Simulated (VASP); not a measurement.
A run of VASP 6.6.1 is set up as follows.

INCAR

```
PREC = Accurate ; ENCUT = 520
EDIFF = 1E-7 ; ISMEAR = 0
SIGMA = 0.01 ; LREAL = False
LASPH = True ; NELM = 100
ALGO = Normal ; ISIF = 2
LWAVE = False ; LCHARG = False
GGA = PE ; NBANDS = 16
```

Contents of KPOINTS:

```
regular mesh
0
Gamma
  12 12 12
```

File POSCAR:

```
CdS
1.0
    0.0000000000      2.6914115335      2.6914115335
    2.6914115335      0.0000000000      2.6914115335
    2.6914115335      2.6914115335      0.0000000000
Cd S
1 1
Direct
    0.0000000000      0.0000000000      0.0000000000
    0.5000000000      0.5000000000      0.5000000000
```

Potentials or basis: VASP PAW PBE potentials, release 64 (Cd, S).

Launch:

```console
$ cat potpaw_PBE.64/Cd/POTCAR potpaw_PBE.64/S/POTCAR > POTCAR
$ mpirun -np 1 vasp_std > vasp.out
```

Question: What does it give for the band gap on the k mesh?

Answer: 0.25 eV, indirect (least direct gap 1.99 eV).

Question: What does it give for the pressure?

Answer: 5.7 GPa.

 A k mesh can miss the band edges.
